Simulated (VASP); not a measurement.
# NdMo in VASP: further runs

NdMo is run at these levels: PBE; tasks: single point.

All numbers are computed with VASP 6.6.1; they aren't measurements. Logs are shortened: lines on timing, memory, paths and dates and some standing lists are left out, and cuts for length are marked.

### 1 The cell of the first run

The typed cell holds 8 atoms: a = 4.316 Å, b = 7.068 Å, c = 7.474 Å, α = 100.27°, β = 90.01°, γ = 107.77°.

### 2 Single point, PBE

File INCAR:

```
SYSTEM = NdMo
PREC = Accurate
ENCUT = 500
EDIFF = 1E-6
ISMEAR = 0
SIGMA = 0.2
LREAL = .False.
LASPH = .True.
NELM = 200
ALGO = Normal
ISIF = 2
LWAVE = .False.
LCHARG = .True.
GGA = PE
LELF = .True.
LVHAR = .True.
NBANDS = 60
GGA_COMPAT = .False.
LMAXMIX = 6
```

File KPOINTS:

```
Automatic mesh
0
Gamma
  6 6 4
  0 0 0
```

File POSCAR:

```
NdMo
1.0
   -2.1584868027     -3.7377255245     -0.0001546873
   -0.0062917310      2.4952639521     -6.6129181229
    6.4730432815     -3.7364647329      0.0088131524
Nd Mo
4 4
Direct
    0.8504735377      0.7009109045      0.9502934050
    0.3503538175      0.7011128790      0.4503942058
    0.6492433361      0.2989666269      0.5496435482
    0.1495038252      0.2989430871      0.0498057236
    0.9792255021      0.9582183294      0.6598840673
    0.4793340666      0.9583964622      0.1598341808
    0.5208785659      0.0416377331      0.8400722787
    0.0209873490      0.0418139778      0.3400725907
```

Potentials or basis: VASP PAW PBE potentials, release 64 (Nd_3, Mo_sv), 4f in core.

On the command line:

```
> cat potpaw_PBE.64/Nd_3/POTCAR potpaw_PBE.64/Mo_sv/POTCAR > POTCAR
> mpirun -np 1 vasp_std > vasp.out
```

OUTCAR:

```text
SYSTEM = NdMo
   PREC = Accurate
   ENCUT = 500
   EDIFF = 1E-6
   ISMEAR = 0
   LREAL = .False.
   LASPH = .True.
   NELM = 200
   ISIF = 2
   GGA = PE

 ion  position               nearest neighbor table
   1  0.850  0.701  0.950-   6 3.02   6 3.02   5 3.02   8 3.35   7 3.36   7 3.36   3 3.64   4 3.64
                             4 3.64
   2  0.350  0.701  0.450-   5 3.01   5 3.02   6 3.02   7 3.35   8 3.36   8 3.36   4 3.64   3 3.64
                             3 3.65
   3  0.649  0.299  0.550-   8 3.01   8 3.02   7 3.02   6 3.35   5 3.36   5 3.36   1 3.64   2 3.64
                             2 3.65
   4  0.150  0.299  0.050-   7 3.02   7 3.02   8 3.02   5 3.35   6 3.36   6 3.36   2 3.64   1 3.64
                             1 3.64
   5  0.979  0.958  0.660-   7 2.55   7 2.55   8 2.56   2 3.01   2 3.02   1 3.02   4 3.35   3 3.36
                             3 3.36
   6  0.479  0.958  0.160-   8 2.55   8 2.55   7 2.55   1 3.02   1 3.02   2 3.02   3 3.35   4 3.36
                             4 3.36
   7  0.521  0.042  0.840-   5 2.55   5 2.55   6 2.55   4 3.02   4 3.02   3 3.02   2 3.35   1 3.36
                             1 3.36
   8  0.021  0.042  0.340-   6 2.55   6 2.55   5 2.56   3 3.01   3 3.02   4 3.02   1 3.35   2 3.36
                             2 3.36

  LATTYP: Found a triclinic cell.
 ALAT       =     7.0684304376
 B/A-ratio  =     0.6106318399
 C/A-ratio  =     1.0573857348
 COS(alpha) =     0.0001890990
 COS(beta)  =     0.1784705486
 COS(gamma) =     0.3054083682

  Lattice vectors:

 A1 = (  -2.1647785337,  -1.2424615724,  -6.6130728102)
 A2 = (  -2.1584868027,  -3.7377255245,  -0.0001546873)
 A3 = (  -6.4730432815,   3.7364647329,  -0.0088131524)

Analysis of symmetry for initial positions (statically):
=====================================================================
 Subroutine PRICEL returns:
 Original cell was already a primitive cell.

 Routine SETGRP: Setting up the symmetry group for a
 triclinic supercell.

 Subroutine GETGRP returns: Found  1 space group operations
 (whereof  1 operations were pure point group operations)
 out of a pool of  2 trial point group operations.

The static configuration has the point symmetry C_1 .

Analysis of symmetry for dynamics (positions and initial velocities):
=====================================================================
 Subroutine PRICEL returns:
 Original cell was already a primitive cell.

 Routine SETGRP: Setting up the symmetry group for a
 triclinic supercell.

 Subroutine GETGRP returns: Found  1 space group operations
 (whereof  1 operations were pure point group operations)
 out of a pool of  2 trial point group operations.

The dynamic configuration has the point symmetry C_1 .

 Subroutine INISYM returns: Found  1 space group operations
 (whereof  1 operations are pure point group operations),
 and found     1 'primitive' translations

----------------------------------------------------------------------------------------

                                     Primitive cell

  volume of cell :     213.2847

  direct lattice vectors                    reciprocal lattice vectors
    -2.158486803 -3.737725525 -0.000154687    -0.115746433 -0.200697229 -0.075619311
    -0.006291731  2.495263952 -6.612918123     0.000157157 -0.000084496 -0.151251204
     6.473043281 -3.736464733  0.008813152     0.115890441 -0.066924139 -0.025362864

  length of vectors
     4.316208683  7.068031400  7.474057512     0.243710678  0.151251309  0.136208332

  position of ions in fractional coordinates (direct lattice)
     0.850473538  0.700910904  0.950293405
     0.350353818  0.701112879  0.450394206
     0.649243336  0.298966627  0.549643548
     0.149503825  0.298943087  0.049805724
     0.979225502  0.958218329  0.659884067
     0.479334067  0.958396462  0.159834181
     0.520878566  0.041637733  0.840072279
     0.020987349  0.041813978  0.340072591

  ion indices of the primitive-cell ions
   primitive index   ion index
                 1           1
                 2           2
                 3           3
                 4           4
                 5           5
                 6           6
                 7           7
                 8           8

----------------------------------------------------------------------------------------

 KPOINTS: Automatic mesh

Automatic generation of k-mesh.
 Grid dimensions read from file:
 generate k-points for:    6    6    4

 Generating k-lattice:

  Cartesian coordinates                     Fractional coordinates (reciprocal lattice)
    -0.019291072 -0.033449538 -0.012603219     0.166666667 -0.000000000  0.000000000
     0.000026193 -0.000014083 -0.025208534     0.000000000  0.166666667 -0.000000000
     0.028972610 -0.016731035 -0.006340716     0.000000000  0.000000000  0.250000000

  Length of vectors
     0.040618446  0.025208552  0.034052083

  Shift w.r.t. Gamma in fractional coordinates (k-lattice)
     0.000000000  0.000000000  0.000000000

 Subroutine IBZKPT returns following result:
 ===========================================

 Found     76 irreducible k-points:

 Following reciprocal coordinates:
            Coordinates               Weight
  0.000000  0.000000  0.000000      1.000000
  0.166667  0.000000 -0.000000      2.000000
  0.333333 -0.000000 -0.000000      2.000000
  0.500000 -0.000000 -0.000000      1.000000
  0.000000  0.166667  0.000000      2.000000
  0.166667  0.166667  0.000000      2.000000
[... 16 lines left out ...]
  0.333333 -0.000000  0.250000      2.000000
  0.500000 -0.000000  0.250000      2.000000
 [... further k-points ...]
   k-points           NKPTS =     76   k-points in BZ     NKDIM =     76   number of bands    NBANDS=     60
   number of dos      NEDOS =    301   number of ions     NIONS =      8
   total plane-waves  NPLWV =  96768
   dimension x,y,z NGX =    32 NGY =   54 NGZ =   56
   dimension x,y,z NGXF=    64 NGYF=  108 NGZF=  112
   ions per type =               4   4
   NGX,Y,Z   is equivalent  to a cutoff of  12.33, 12.70, 12.46 a.u.
   NGXF,Y,Z  is equivalent  to a cutoff of  24.65, 25.40, 24.91 a.u.
 SYSTEM =  NdMo
   PREC   = accura    normal or accurate (medium, high low for compatibility)
   ISTART =      0    job   : 0-new  1-cont  2-samecut
   ICHARG =      2    charge: 1-file 2-atom 10-const
   ISPIN  =      1    spin polarized calculation?
   LNONCOLLINEAR =      F non collinear calculations
   LSORBIT =      F    spin-orbit coupling
   LASPH  =      T    aspherical Exc in radial PAW
   ENCUT  =  500.0 eV  36.75 Ry    6.06 a.u.   7.87 12.89 13.63*2*pi/ulx,y,z
   NELM   =    200;   NELMIN=  2; NELMDL= -5     # of ELM steps
   EDIFF  = 0.1E-05   stopping-criterion for ELM
   LREAL  =      F    real-space projection
   EDIFFG = 0.1E-04   stopping-criterion for IOM
   NSW    =      0    number of steps for IOM
   IBRION =     -1    ionic relax: 0-MD 1-quasi-New 2-CG
   NFREE  =      0    steps in history (QN), initial steepest desc. (CG)
   ISIF   =      2    stress and relaxation
   ISYM   =      2    0-nonsym 1-usesym 2-fastsym
   POTIM  = 0.5000    time-step for ionic-motion
   TEBEG  =    0.0;   TEEND  =   0.0 temperature during run
   PSTRESS=    0.0 pullay stress
   NELECT =     100.0000    total number of electrons
   NUPDOWN=      -1.0000    fix difference up-down
   EMIN   =  10.00;   EMAX   =-10.00  energy-range for DOS
   EFERMI =   0.00;   METHOD = LEGACY
   ISMEAR =     0;   SIGMA  =   0.20  broadening in eV -4-tet -1-fermi 0-gaus
   EFERMI_NEDOS =   21; number of points for ismear=-14 and -15
   IALGO  =     38    algorithm
   IMIX   =      4    mixing-type and parameters
     AMIX     =   0.40;   BMIX     =  1.00
     AMIX_MAG =   1.60;   BMIX_MAG =  1.00
  volume/ion in A,a.u.               =      26.66       179.91
  Fermi-wavevector in a.u.,A,eV,Ry     =   1.271808  2.403369 22.007367  1.617496
  Thomas-Fermi vector in A             =   2.404721
   LORBIT       =      0    0 simple, 1 ext, 2 COOP (PROOUT), +10 PAW based schemes
   GGA     = PE    functional components
   LHFCALC =     F    Hartree Fock is set to
   AEXX    =    0.0000 exact exchange contribution
   IVDW    =     0    specifies the selected vdW correction
   LEPSILON=     F    determine dielectric tensor
   LRPA    =     F    only Hartree local field effects (RPA)
 non-spin polarized calculation
 Gauss-broadening in eV      SIGMA  =   0.20
  energy-cutoff  :      500.00
  volume of cell :      213.28
 maximum number of plane-waves:      5450
   NGX = 15   NGY = 25   NGZ = 27

 number of electron     100.0000007 magnetization

 Free energy of the ion-electron system (eV)
  ---------------------------------------------------
  ext. energy  EPLUGINS =         0.00000000
  ---------------------------------------------------
  free energy    TOTEN  =       -60.06679328 eV

  energy without entropy =      -59.92373608  energy(sigma->0) =      -59.99526468

 E-fermi :   5.4108     XC(G=0): -10.5097

 val. band max:        5.4033626409   @ k =   0.3333  -0.3333   0.2500
 cond. band min:       5.4133198656   @ k =   0.3333   0.1667   0.5000
 fundamental gap:      0.0099572247
 Fermi energy:         5.4107783201

 k-point     1 :       0.0000    0.0000    0.0000
  band No.  band energies     occupation
      1     -54.9492      2.00000
      2     -54.8348      2.00000
      3     -54.7136      2.00000
      4     -54.5959      2.00000
      5     -32.1543      2.00000
      6     -32.1304      2.00000
[... 52 lines left out ...]
     59       7.4605      0.00000
     60       7.4671      0.00000

 k-point     2 :       0.1667    0.0000   -0.0000
  band No.  band energies     occupation
      1     -54.9336      2.00000
      2     -54.8190      2.00000
      3     -54.7296      2.00000
      4     -54.6122      2.00000
      5     -32.1507      2.00000
      6     -32.1277      2.00000
[... 52 lines left out ...]
     59       7.4217      0.00000
     60       7.4978      0.00000

 k-point     3 :       0.3333   -0.0000   -0.0000
  band No.  band energies     occupation
      1     -54.8909      2.00000
      2     -54.7757      2.00000
      3     -54.7731      2.00000
      4     -54.6563      2.00000
      5     -32.1403      2.00000
      6     -32.1210      2.00000
[... 1312 lines left out ...]
     59       7.4616      0.00000
     60       7.7066      0.00000

 k-point    24 :       0.5000   -0.0000    0.2500
  band No.  band energies     occupation
      1     -54.8327      2.00000
      2     -54.8317      2.00000
      3     -54.7164      2.00000
      4     -54.7161      2.00000
      5     -32.1298      2.00000
      6     -32.1206      2.00000
[... 52 lines left out ...]
     59       7.5216      0.00000
     60       7.7062      0.00000

 [... further k-points ...]

------------------------ aborting loop because EDIFF is reached ----------------------------------------

  FORCE on cell =-STRESS in cart. coord.  units (eV):
  Direction    XX          YY          ZZ          XY          YZ          ZX
  --------------------------------------------------------------------------------------
  -------------------------------------------------------------------------------------
  Total        0.2401007      0.2551193      0.3481014     -0.0039519      0.0075502     -0.0196541
  in kB        1.8036172      1.9164356      2.6149093     -0.0296867      0.0567166     -0.1476401
  external PRESSURE =       2.1116540 kB  Pullay stress =       0.0000000 kB

 VOLUME and BASIS-vectors are now :
 -----------------------------------------------------------------------------
  energy-cutoff  :      500.00
  volume of cell :      213.28
      direct lattice vectors                 reciprocal lattice vectors
    -2.158486803 -3.737725525 -0.000154687    -0.115746433 -0.200697229 -0.075619311
    -0.006291731  2.495263952 -6.612918123     0.000157157 -0.000084496 -0.151251204
     6.473043281 -3.736464733  0.008813152     0.115890441 -0.066924139 -0.025362864

 POSITION                                       TOTAL-FORCE (eV/Angst)
 -----------------------------------------------------------------------------------
      4.31114     -4.98062     -4.62682         0.000254     -0.001563      0.006799
      2.15478     -1.24295     -4.63249        -0.004733     -0.001399      0.012154
      2.15460     -3.73442     -1.97230        -0.000620     -0.004198     -0.010754
     -0.00219      0.00104     -1.97647        -0.004426      0.002333     -0.011498
      2.15178     -3.73470     -6.33096         0.012900     -0.002123      0.018560
     -0.00605      0.00262     -6.33646         0.016586     -0.005532      0.026532
      4.31325     -4.98190     -0.26802        -0.011358      0.005798     -0.023867
      2.15574     -1.24478     -0.27352        -0.008603      0.006684     -0.017926
 -----------------------------------------------------------------------------------
    total drift:                                0.000012      0.000016     -0.000127

  FREE ENERGIE OF THE ION-ELECTRON SYSTEM (eV)
  ---------------------------------------------------
  free  energy   TOTEN  =       -60.0667932793 eV

  energy  without entropy=      -59.9237360759  energy(sigma->0) =      -59.99526468
```

It took 8.3 min on 1 thread of Intel Xeon 6975P-C (Granite Rapids), shared host; peak memory 0.78 GiB.

What came out:

| Item | Value |
| --- | --- |
| Free energy | -60.0668 eV |
| Pressure | 0.2 GPa |
| Largest force | 0.032 eV/Å |
| Band gap on the k mesh | zero (bands 50 and 51 overlap by 0.67 eV) |

Forces in eV/Å, atoms in the order of the input:
```
Nd   0.000 -0.002  0.007
Nd  -0.005 -0.001  0.012
Nd  -0.001 -0.004 -0.011
Nd  -0.004  0.002 -0.011
Mo   0.013 -0.002  0.019
Mo   0.017 -0.006  0.027
Mo  -0.011  0.006 -0.024
Mo  -0.009  0.007 -0.018
```

Caveat: spin-orbit coupling is left out, which moves the levels of the heavy elements; the 4f electrons are frozen in the core, so they carry no moment and show no levels. Spin polarisation is off, so any magnetic state and its effect on volume and gap are missing.

### 3 Single point, PBE (25.82 Å³/atom)

File INCAR:

```
SYSTEM = NdMo
PREC = Accurate
ENCUT = 500
EDIFF = 1E-6
ISMEAR = 0
SIGMA = 0.1
LREAL = .FALSE.
LASPH = .TRUE.
NELM = 200
ALGO = Normal
ISIF = 2
LWAVE = .FALSE.
LCHARG = .FALSE.
GGA = PE
NBANDS = 33
GGA_COMPAT = .FALSE.
LMAXMIX = 6
```

File KPOINTS:

```
regular mesh
0
G
  12 12 12
  0 0 0
```

File POSCAR:

```
NdMo
1.0
    2.1487488931      1.2405807518      6.4580597682
   -2.1487488931      1.2405807518      6.4580597682
    0.0000000000     -2.4811615036      6.4580597682
Nd Mo
2 2
Direct
    0.1012569388      0.1012569388      0.1012569388
    0.8987430612      0.8987430612      0.8987430612
    0.6810737459      0.6810737459      0.6810737459
    0.3189262541      0.3189262541      0.3189262541
```

Potentials or basis: VASP PAW PBE potentials, release 64 (Nd_3, Mo_sv), 4f in core.

On the command line:

```
> cat potpaw_PBE.64/Nd_3/POTCAR potpaw_PBE.64/Mo_sv/POTCAR > POTCAR
> mpirun -np 1 vasp_std > vasp.out
```

Run time: 15 min. Hardware: 1 thread of AMD EPYC 9R45 (Zen 5), shared host; peak memory 0.67 GiB.

Results (log left out):

```
Free energy            : -29.9818 eV
Pressure               : 1.7 GPa
Largest force          : 0.031 eV/Å
Band gap on the k mesh : zero (bands 25 and 26 overlap by 0.90 eV)
```

Forces in eV/Å, atoms in the order of the input:
```
Nd   0.000  0.000  0.018
Nd   0.000  0.000 -0.018
Mo   0.000  0.000  0.031
Mo   0.000  0.000 -0.031
```

Levels at points of the mesh, in eV from the Fermi level:
```csv
k point,band 21,band 22,band 23,band 24,band 25,band 26,band 27,band 28,band 29,band 30
"(0.00, 0.00, 0.00)",-1.38,-1.21,-1.21,-0.95,-0.95,0.16,0.96,0.96,2.05,2.05
"(0.50, 0.00, 0.00)",-1.74,-1.70,-1.31,-0.75,0.25,1.14,1.41,1.57,1.64,2.35
"(0.50, 0.50, 0.00)",-1.65,-1.63,-1.41,-0.70,0.42,0.62,0.93,1.76,1.87,1.91
"(0.50, 0.50, 0.50)",-2.61,-1.11,-1.11,-0.63,-0.63,0.33,0.33,0.41,2.64,2.64
```

Caveat: spin-orbit coupling is left out, which moves the levels of the heavy elements; the 4f electrons are frozen in the core, so they carry no moment and show no levels. Spin polarisation is off, so any magnetic state and its effect on volume and gap are missing.
